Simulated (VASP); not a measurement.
# Mg5Te2 (P6/mmm) in VASP: notebook, part 2 of 2

VASP 6.6.1. The steps go on from the part before.

## 3. Single point, PBE

This run uses another cell than the first one, of 33.46 Å³/atom, 1.088 times its volume.

Contents of INCAR:

```
ALGO = Normal ; EDIFF = 1E-6
ENCUT = 600 ; GGA = PE
GGA_COMPAT = F ; ISIF = 2
ISMEAR = 0 ; LASPH = T
LCHARG = F ; LREAL = F
LWAVE = F ; NBANDS = 20
NELM = 120 ; PREC = Accurate
SIGMA = 0.2
```

Contents of KPOINTS:

```
k-points
0
Gamma
  4 4 3
```

Contents of POSCAR:

```
Mg5Te2
1.0
    5.4822325959      0.0000000000      0.0000000000
   -2.7411162979      4.7477526975      0.0000000000
    0.0000000000      0.0000000000      8.9983739097
Mg Te
5 2
Direct
    0.3333333333      0.6666666667      0.3339799992
    0.6666666667      0.3333333333      0.3339799992
    0.6666666667      0.3333333333      0.6660200008
    0.3333333333      0.6666666667      0.6660200008
    0.0000000000      0.0000000000      0.0000000000
    0.3333333333      0.6666666667      0.0000000000
    0.6666666667      0.3333333333      0.0000000000
```

Potentials or basis: VASP PAW PBE potentials, release 64 (Mg, Te).

Run with:

```
> cat potpaw_PBE.64/Mg/POTCAR potpaw_PBE.64/Te/POTCAR > POTCAR
> mpirun -np 1 vasp_std > vasp.out
```

OUTCAR:

```text
EDIFF = 1E-6
   ENCUT = 600
   GGA = PE
   ISIF = 2
   ISMEAR = 0
   LASPH = T
   LREAL = F
   NELM = 120
   PREC = Accurate

 ion  position               nearest neighbor table
   1  0.333  0.667  0.334-   4 2.99   6 3.01   2 3.17   2 3.17   2 3.17
   2  0.667  0.333  0.334-   3 2.99   7 3.01   1 3.17   1 3.17   1 3.17
   3  0.667  0.333  0.666-   2 2.99   7 3.01   4 3.17   4 3.17   4 3.17
   4  0.333  0.667  0.666-   1 2.99   6 3.01   3 3.17   3 3.17   3 3.17
   5  0.000  0.000  0.000-   6 3.17   7 3.17   6 3.17   7 3.17   7 3.17   6 3.17
   6  0.333  0.667  0.000-   1 3.01   4 3.01   5 3.17   7 3.17   7 3.17   5 3.17   5 3.17   7 3.17

   7  0.667  0.333  0.000-   2 3.01   3 3.01   5 3.17   6 3.17   6 3.17   5 3.17   5 3.17   6 3.17

  LATTYP: Found a hexagonal cell.
 ALAT       =     5.4822325959
 C/A-ratio  =     1.6413703272

  Lattice vectors:

 A1 = (   5.4822325959,   0.0000000000,   0.0000000000)
 A2 = (  -2.7411162979,   4.7477526975,   0.0000000000)
 A3 = (   0.0000000000,   0.0000000000,   8.9983739097)

Analysis of symmetry for initial positions (statically):
[... 173 lines left out ...]

 k-point     1 :       0.0000    0.0000    0.0000
  band No.  band energies     occupation
      1     -10.4474      2.00000
      2      -7.3685      2.00000
      3      -2.7969      2.00000
      4      -1.9119      2.00000
      5      -1.8953      2.00000
      6      -1.8953      2.00000
[... 173 lines left out ...]
     19       6.2971      0.00000
     20       7.0310      0.00000

------------------------ aborting loop because EDIFF is reached ----------------------------------------

  FORCE on cell =-STRESS in cart. coord.  units (eV):
  Direction    XX          YY          ZZ          XY          YZ          ZX
  --------------------------------------------------------------------------------------
  -------------------------------------------------------------------------------------
  Total       -0.0095451     -0.0095451     -0.3638533     -0.0000000     -0.0000000      0.0000000
  in kB       -0.0652949     -0.0652949     -2.4890139     -0.0000000     -0.0000000      0.0000000
  external PRESSURE =      -0.8732013 kB  Pullay stress =       0.0000000 kB

 VOLUME and BASIS-vectors are now :
 -----------------------------------------------------------------------------
  energy-cutoff  :      600.00
  volume of cell :      234.21
      direct lattice vectors                 reciprocal lattice vectors
     5.482232596  0.000000000  0.000000000     0.182407438  0.105312983  0.000000000
    -2.741116298  4.747752698  0.000000000     0.000000000  0.210625966  0.000000000
     0.000000000  0.000000000  8.998373910     0.000000000  0.000000000  0.111131190

 POSITION                                       TOTAL-FORCE (eV/Angst)
 -----------------------------------------------------------------------------------
     -0.00000      3.16517      3.00528        -0.000000     -0.000000      0.001699
      2.74112      1.58258      3.00528         0.000000     -0.000000      0.001699
      2.74112      1.58258      5.99310         0.000000     -0.000000     -0.001699
     -0.00000      3.16517      5.99310        -0.000000     -0.000000     -0.001699
      0.00000      0.00000      0.00000        -0.000000     -0.000000      0.000000
     -0.00000      3.16517      0.00000         0.000000      0.000000     -0.000000
      2.74112      1.58258      0.00000        -0.000000     -0.000000      0.000000
 -----------------------------------------------------------------------------------
    total drift:                               -0.000000      0.000000      0.000000

  FREE ENERGIE OF THE ION-ELECTRON SYSTEM (eV)
  ---------------------------------------------------
  free  energy   TOTEN  =       -12.3361754948 eV

  energy  without entropy=      -12.2904797891  energy(sigma->0) =      -12.31332764
```

OSZICAR:

```text
N       E                     dE             d eps       ncg     rms          rms(c)
DAV:   1     0.684751400124E+02    0.68475E+02   -0.75238E+03   320   0.907E+02
DAV:   2    -0.457178227916E+01   -0.73047E+02   -0.70317E+02   436   0.113E+02
DAV:   3    -0.124645867328E+02   -0.78928E+01   -0.78158E+01   388   0.355E+01
DAV:   4    -0.126645354674E+02   -0.19995E+00   -0.19974E+00   412   0.643E+00
DAV:   5    -0.126679194379E+02   -0.33840E-02   -0.33836E-02   428   0.876E-01    0.102E+01
DAV:   6    -0.123763507298E+02    0.29157E+00   -0.79444E-01   348   0.236E+00    0.640E+00
DAV:   7    -0.123399828730E+02    0.36368E-01   -0.23746E-01   356   0.161E+00    0.881E-01
DAV:   8    -0.123364646412E+02    0.35182E-02   -0.11231E-02   384   0.468E-01    0.377E-01
DAV:   9    -0.123362497776E+02    0.21486E-03   -0.52300E-03   340   0.256E-01    0.169E-01
DAV:  10    -0.123361436797E+02    0.10610E-03   -0.49823E-04   360   0.968E-02    0.825E-02
DAV:  11    -0.123361758009E+02   -0.32121E-04   -0.15961E-04   372   0.462E-02    0.492E-02
DAV:  12    -0.123361754948E+02    0.30604E-06   -0.93064E-06   372   0.132E-02
   1 F= -.12336175E+02 E0= -.12313328E+02  d E =-.456957E-01
```

It took 94 s on 1 thread of Intel Xeon 8259CL, shared host; peak memory 0.42 GiB.

What came out:

```
Free energy            : -12.3362 eV
Pressure               : -0.1 GPa
Band gap on the k mesh : zero (band 11 reaches 2.91 eV, above the bottom of band 12 at 2.64 eV)
```

Caveat: spin-orbit coupling is left out, which moves the levels of the heavy elements.
